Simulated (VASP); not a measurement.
# Zn7S8 (a cell with a defect) in VASP: notebook

Zn7S8 (a cell with a defect) is run at these levels: PBEsol; tasks: single point.

Everything below comes from runs of VASP 6.6.1. Logs are shortened: lines on timing, memory, paths and dates and some standing lists are left out, and cuts for length are marked.

## 1. The cell of the first run

The cell holds a defect, 15 atoms: a = 7.575 Å, b = 7.575 Å, c = 7.575 Å, α = 60.00°, β = 60.00°, γ = 60.00°.

## 2. Single point, PBEsol

Input file INCAR:

```
SYSTEM = Zn7S8
PREC = Accurate
ENCUT = 520
EDIFF = 1E-6
ISMEAR = 0
SIGMA = 0.02
LREAL = Auto
LASPH = .TRUE.
NELM = 60
ALGO = Normal
ISIF = 2
LWAVE = .FALSE.
LCHARG = .FALSE.
GGA = PS
NELECT = 134.0
NBANDS = 79
```

Input file KPOINTS:

```
Automatic mesh
0
G
  2 2 2
  0 0 0
```

Input file POSCAR:

```
Zn7S8
1.0
    0.0000000000      5.3560912044     -5.3560912044
    5.3560912044      5.3560912044      0.0000000000
    5.3560912044      0.0000000000     -5.3560912044
Zn S
7 8
Direct
   -0.0097847475     -0.0990108233      0.4902153268
    0.4545631146      0.0101603012      0.5063529347
    0.5260167149      0.4926326680      0.5177595739
    0.0063528605      0.0101603012      0.9545631889
    0.0177596864      0.4926326680      1.0260166025
    0.4996082774     -0.0033794234      0.9996081649
    0.4893128029      0.5231718231      0.9893128772
    0.1204495919      0.1070093802      0.1283215639
    0.1199564151      0.6414818884      0.1431974309
    0.6164797936      0.1389220182      0.1164799060
    0.6354864714      0.6181098069      0.1354863971
    0.0942495153      0.1321527160      0.5942497763
    0.1580303560      0.5624654034      0.6580302436
    0.6283215449      0.1070094735      0.6204495729
    0.6431974118      0.6414819817      0.6199563961
```

Potentials or basis: VASP PAW PBE potentials, release 64 (Zn, S).

On the command line:

```bash
> cat potpaw_PBE.64/Zn/POTCAR potpaw_PBE.64/S/POTCAR > POTCAR
> mpirun -np 1 vasp_std > vasp.out
```

OUTCAR:

```text
SYSTEM = Zn7S8
   PREC = Accurate
   ENCUT = 520
   EDIFF = 1E-6
   ISMEAR = 0
   LREAL = Auto
   LASPH = .TRUE.
   NELM = 60
   ISIF = 2
   GGA = PS
   NELECT = 134.0

 ion  position               nearest neighbor table
   1  0.990  0.901  0.490-  13 2.21  14 2.34   8 2.34  12 2.77
   2  0.455  0.010  0.506-  12 2.24  15 2.33  14 2.40  10 2.42
   3  0.526  0.493  0.518-  15 2.28  13 2.30  11 2.37  14 2.41
   4  0.006  0.010  0.955-  12 2.24   9 2.33   8 2.40  10 2.42
   5  0.018  0.493  0.026-   9 2.28  13 2.30  11 2.37   8 2.41
   6  0.500  0.997  1.000-  10 2.33  11 2.34  14 2.35   8 2.35
   7  0.489  0.523  0.989-   9 2.29  15 2.29  10 2.38  11 2.41
   8  0.120  0.107  0.128-   1 2.34   6 2.35   4 2.40   5 2.41
   9  0.120  0.641  0.143-   5 2.28   7 2.29   4 2.33
  10  0.616  0.139  0.116-   6 2.33   7 2.38   2 2.42   4 2.42
  11  0.635  0.618  0.135-   6 2.34   3 2.37   5 2.37   7 2.41
  12  0.094  0.132  0.594-   4 2.24   2 2.24   1 2.77
  13  0.158  0.562  0.658-   1 2.21   3 2.30   5 2.30
  14  0.628  0.107  0.620-   1 2.34   6 2.35   2 2.40   3 2.41
  15  0.643  0.641  0.620-   3 2.28   7 2.29   2 2.33

  LATTYP: Found a face centered cubic cell.
 ALAT       =    10.7121824088

  Lattice vectors:

 A1 = (   0.0000000000,   5.3560912044,  -5.3560912044)
 A2 = (   5.3560912044,   5.3560912044,   0.0000000000)
 A3 = (   5.3560912044,   0.0000000000,  -5.3560912044)

Analysis of symmetry for initial positions (statically):
=====================================================================
 Subroutine PRICEL returns:
 Original cell was already a primitive cell.

 Routine SETGRP: Setting up the symmetry group for a
 face centered cubic supercell.

 Subroutine GETGRP returns: Found  2 space group operations
 (whereof  1 operations were pure point group operations)
 out of a pool of 48 trial point group operations.

The static configuration has the point symmetry C_1 .
 The point group associated with its full space group is C_1h.

Analysis of symmetry for dynamics (positions and initial velocities):
=====================================================================
 Subroutine PRICEL returns:
 Original cell was already a primitive cell.

 Routine SETGRP: Setting up the symmetry group for a
 face centered cubic supercell.

 Subroutine GETGRP returns: Found  2 space group operations
 (whereof  1 operations were pure point group operations)
 out of a pool of 48 trial point group operations.

The dynamic configuration has the point symmetry C_1 .
 The point group associated with its full space group is C_1h.

 Subroutine INISYM returns: Found  2 space group operations
 (whereof  1 operations are pure point group operations),
 and found     1 'primitive' translations

----------------------------------------------------------------------------------------

                                     Primitive cell

  volume of cell :     307.3080

  direct lattice vectors                    reciprocal lattice vectors
     0.000000000  5.356091204 -5.356091204    -0.093351659  0.093351659 -0.093351659
     5.356091204  5.356091204  0.000000000     0.093351659  0.093351659  0.093351659
     5.356091204  0.000000000 -5.356091204     0.093351659 -0.093351659 -0.093351659

  length of vectors
     7.574656823  7.574656823  7.574656823     0.161689816  0.161689816  0.161689816

  position of ions in fractional coordinates (direct lattice)
     0.990215253  0.900989177  0.490215327
     0.454563115  0.010160301  0.506352935
     0.526016715  0.492632668  0.517759574
     0.006352861  0.010160301  0.954563189
     0.017759686  0.492632668  0.026016603
     0.499608277  0.996620577  0.999608165
     0.489312803  0.523171823  0.989312877
     0.120449592  0.107009380  0.128321564
     0.119956415  0.641481888  0.143197431
     0.616479794  0.138922018  0.116479906
     0.635486471  0.618109807  0.135486397
     0.094249515  0.132152716  0.594249776
     0.158030356  0.562465403  0.658030244
     0.628321545  0.107009473  0.620449573
     0.643197412  0.641481982  0.619956396

  ion indices of the primitive-cell ions
   primitive index   ion index
                 1           1
                 2           2
                 3           3
                 4           4
                 5           5
                 6           6
                 7           7
                 8           8
                 9           9
                10          10
                11          11
                12          12
                13          13
                14          14
                15          15

----------------------------------------------------------------------------------------

 KPOINTS: Automatic mesh

Automatic generation of k-mesh.
 Grid dimensions read from file:
 generate k-points for:    2    2    2

 Generating k-lattice:

  Cartesian coordinates                     Fractional coordinates (reciprocal lattice)
    -0.046675830  0.046675830 -0.046675830     0.500000000  0.000000000  0.000000000
     0.046675830  0.046675830  0.046675830     0.000000000  0.500000000  0.000000000
     0.046675830 -0.046675830 -0.046675830     0.000000000  0.000000000  0.500000000

  Length of vectors
     0.080844908  0.080844908  0.080844908

  Shift w.r.t. Gamma in fractional coordinates (k-lattice)
     0.000000000  0.000000000  0.000000000

 Subroutine IBZKPT returns following result:
 ===========================================

 Found      6 irreducible k-points:

 Following reciprocal coordinates:
            Coordinates               Weight
  0.000000  0.000000  0.000000      1.000000
  0.500000  0.000000  0.000000      2.000000
  0.000000  0.500000  0.000000      1.000000
  0.500000  0.500000  0.500000      1.000000
  0.500000  0.500000  0.000000      2.000000
  0.500000  0.000000  0.500000      1.000000
   k-points           NKPTS =      6   k-points in BZ     NKDIM =      6   number of bands    NBANDS=     79
   number of dos      NEDOS =    301   number of ions     NIONS =     15
   total plane-waves  NPLWV = 175616
   dimension x,y,z NGX =    56 NGY =   56 NGZ =   56
   dimension x,y,z NGXF=   112 NGYF=  112 NGZF=  112
   ions per type =               7   8
   NGX,Y,Z   is equivalent  to a cutoff of  12.29, 12.29, 12.29 a.u.
   NGXF,Y,Z  is equivalent  to a cutoff of  24.58, 24.58, 24.58 a.u.
 SYSTEM =  Zn7S8
   PREC   = accura    normal or accurate (medium, high low for compatibility)
   ISTART =      0    job   : 0-new  1-cont  2-samecut
   ICHARG =      2    charge: 1-file 2-atom 10-const
   ISPIN  =      1    spin polarized calculation?
   LNONCOLLINEAR =      F non collinear calculations
   LSORBIT =      F    spin-orbit coupling
   LASPH  =      T    aspherical Exc in radial PAW
   ENCUT  =  520.0 eV  38.22 Ry    6.18 a.u.  14.08 14.08 14.08*2*pi/ulx,y,z
   NELM   =     60;   NELMIN=  2; NELMDL= -5     # of ELM steps
   EDIFF  = 0.1E-05   stopping-criterion for ELM
   LREAL  =      T    real-space projection
   EDIFFG = 0.1E-04   stopping-criterion for IOM
   NSW    =      0    number of steps for IOM
   IBRION =     -1    ionic relax: 0-MD 1-quasi-New 2-CG
   NFREE  =      0    steps in history (QN), initial steepest desc. (CG)
   ISIF   =      2    stress and relaxation
   ISYM   =      2    0-nonsym 1-usesym 2-fastsym
   POTIM  = 0.5000    time-step for ionic-motion
   TEBEG  =    0.0;   TEEND  =   0.0 temperature during run
   PSTRESS=    0.0 pullay stress
   NELECT =     134.0000    total number of electrons
   NUPDOWN=      -1.0000    fix difference up-down
   EMIN   =  10.00;   EMAX   =-10.00  energy-range for DOS
   EFERMI =   0.00;   METHOD = LEGACY
   ISMEAR =     0;   SIGMA  =   0.02  broadening in eV -4-tet -1-fermi 0-gaus
   EFERMI_NEDOS =   21; number of points for ismear=-14 and -15
   IALGO  =     38    algorithm
   IMIX   =      4    mixing-type and parameters
     AMIX     =   0.40;   BMIX     =  1.00
     AMIX_MAG =   1.60;   BMIX_MAG =  1.00
  volume/ion in A,a.u.               =      20.49       138.25
  Fermi-wavevector in a.u.,A,eV,Ry     =   1.241419  2.345942 20.968234  1.541122
  Thomas-Fermi vector in A             =   2.375818
   LORBIT       =      0    0 simple, 1 ext, 2 COOP (PROOUT), +10 PAW based schemes
   GGA     = PS    functional components
   LHFCALC =     F    Hartree Fock is set to
   AEXX    =    0.0000 exact exchange contribution
   IVDW    =     0    specifies the selected vdW correction
   LEPSILON=     F    determine dielectric tensor
   LRPA    =     F    only Hartree local field effects (RPA)
 non-spin polarized calculation
 Gauss-broadening in eV      SIGMA  =   0.02
  energy-cutoff  :      520.00
  volume of cell :      307.31
 maximum number of plane-waves:      8363
   NGX = 29   NGY = 29   NGZ = 29

 number of electron     134.0000051 magnetization

 Free energy of the ion-electron system (eV)
  ---------------------------------------------------
  ext. energy  EPLUGINS =         0.00000000
  ---------------------------------------------------
  free energy    TOTEN  =       -50.33057811 eV

  energy without entropy =      -50.33057811  energy(sigma->0) =      -50.33057811

 E-fermi :   2.5261     XC(G=0):  -9.8108

 val. band max:        2.3966220896   @ k =   0.0000   0.0000   0.0000
 cond. band min:       3.8126245933   @ k =   0.0000   0.0000   0.0000
 fundamental gap:      1.4160025037
 Fermi energy:         2.5261219631

 k-point     1 :       0.0000    0.0000    0.0000
  band No.  band energies     occupation
      1     -11.3033      2.00000
      2     -10.4369      2.00000
      3     -10.4180      2.00000
      4     -10.3057      2.00000
      5      -9.9683      2.00000
      6      -9.7210      2.00000
[... 71 lines left out ...]
     78       7.9652      0.00000
     79       8.0572      0.00000

 k-point     2 :       0.5000    0.0000    0.0000
  band No.  band energies     occupation
      1     -10.9840      2.00000
      2     -10.7670      2.00000
      3     -10.4069      2.00000
      4     -10.2738      2.00000
      5      -9.9692      2.00000
      6      -9.7658      2.00000
[... 71 lines left out ...]
     78       7.7465      0.00000
     79       7.8321      0.00000

 k-point     3 :       0.0000    0.5000    0.0000
  band No.  band energies     occupation
      1     -10.9670      2.00000
      2     -10.7598      2.00000
      3     -10.4018      2.00000
      4     -10.2843      2.00000
      5     -10.0487      2.00000
      6      -9.7692      2.00000
[... 71 lines left out ...]
     78       7.4950      0.00000
     79       8.0894      0.00000

 k-point     4 :       0.5000    0.5000    0.5000
  band No.  band energies     occupation
      1     -11.0468      2.00000
      2     -10.6001      2.00000
      3     -10.4049      2.00000
      4     -10.4014      2.00000
      5      -9.9687      2.00000
      6      -9.8020      2.00000
[... 71 lines left out ...]
     78       7.6625      0.00000
     79       7.9402      0.00000

 k-point     5 :       0.5000    0.5000    0.0000
  band No.  band energies     occupation
      1     -10.8144      2.00000
      2     -10.7773      2.00000
      3     -10.4508      2.00000
      4     -10.3607      2.00000
      5     -10.0674      2.00000
      6      -9.8298      2.00000
[... 71 lines left out ...]
     78       7.6870      0.00000
     79       8.0316      0.00000

 k-point     6 :       0.5000    0.0000    0.5000
  band No.  band energies     occupation
      1     -10.8496      2.00000
      2     -10.7471      2.00000
      3     -10.4582      2.00000
      4     -10.3441      2.00000
      5     -10.0202      2.00000
      6      -9.9160      2.00000
[... 71 lines left out ...]
     78       7.8068      0.00000
     79       8.0495      0.00000

------------------------ aborting loop because EDIFF is reached ----------------------------------------

  FORCE on cell =-STRESS in cart. coord.  units (eV):
  Direction    XX          YY          ZZ          XY          YZ          ZX
  --------------------------------------------------------------------------------------
  -------------------------------------------------------------------------------------
  Total       12.2346166     12.2346166     12.8529683     -0.6532496      0.1922417      0.1922407
  in kB       63.7862485     63.7862485     67.0100796     -3.4057741      1.0022690      1.0022636
  external PRESSURE =      64.8608588 kB  Pullay stress =       0.0000000 kB

 VOLUME and BASIS-vectors are now :
 -----------------------------------------------------------------------------
  energy-cutoff  :      520.00
  volume of cell :      307.31
      direct lattice vectors                 reciprocal lattice vectors
     0.000000000  5.356091204 -5.356091204    -0.093351659  0.093351659 -0.093351659
     5.356091204  5.356091204  0.000000000     0.093351659  0.093351659  0.093351659
     5.356091204  0.000000000 -5.356091204     0.093351659 -0.093351659 -0.093351659

 POSITION                                       TOTAL-FORCE (eV/Angst)
 -----------------------------------------------------------------------------------
      7.45142     10.12946     -7.92932         0.788577      0.788577     -0.356774
      2.76649      2.48910     -5.14675        -0.128330     -0.088438     -0.030422
      5.41175      5.45598     -5.59056         0.092890     -0.003087      0.067334
      5.16715      0.08845     -5.14675        -0.088438     -0.128330     -0.030422
      2.77793      2.73371     -0.23447        -0.003087      0.092890      0.067334
     10.69198      8.01394     -8.02994        -0.011192     -0.011192     -0.061411
      8.10101      5.42296     -7.91965        -0.035045     -0.035045      0.072930
      1.26045      1.21829     -1.33244        -0.045805      0.066162      0.082001
      4.20281      4.07833     -1.40948        -0.075930     -0.085172     -0.025016
      1.36796      4.04600     -3.92580        -0.016025     -0.016025     -0.041200
      4.03633      6.71438     -4.12940        -0.032119     -0.032119      0.025244
      3.89068      1.21263     -3.68766        -0.182649     -0.182649      0.006264
      6.53709      3.85904     -4.37089        -0.243838     -0.243838      0.167153
      3.89634      3.93850     -6.68853         0.066162     -0.045805      0.082001
      6.75638      6.88086     -6.76557        -0.085172     -0.075930     -0.025016
 -----------------------------------------------------------------------------------
    total drift:                                0.006116      0.004403     -0.014297

  FREE ENERGIE OF THE ION-ELECTRON SYSTEM (eV)
  ---------------------------------------------------
  free  energy   TOTEN  =       -50.3305781067 eV

  energy  without entropy=      -50.3305781067  energy(sigma->0) =      -50.33057811
```

It took 2.1 min on 1 thread of AMD EPYC 9R45 (Zen 5), shared host; peak memory 0.41 GiB.

What came out:

```
Free energy   : -50.3306 eV
Largest force : 1.171 eV/Å
```

Forces on the atoms (eV/Å):
```
Zn   0.789  0.789 -0.357
Zn  -0.128 -0.088 -0.030
Zn   0.093 -0.003  0.067
Zn  -0.088 -0.128 -0.030
Zn  -0.003  0.093  0.067
Zn  -0.011 -0.011 -0.061
Zn  -0.035 -0.035  0.073
S   -0.046  0.066  0.082
S   -0.076 -0.085 -0.025
S   -0.016 -0.016 -0.041
S   -0.032 -0.032  0.025
S   -0.183 -0.183  0.006
S   -0.244 -0.244  0.167
S    0.066 -0.046  0.082
S   -0.085 -0.076 -0.025
```

Caveat: the k points lie up to 0.51 Å⁻¹ apart; the cell carries a net charge on a neutralising background, which shifts energy and pressure; the cell is charged against a uniform background, so pressure and absolute levels hang on convention; the PAW data sets were made with another functional, which shifts forces and pressure a little.

[end of part 1 of 2]
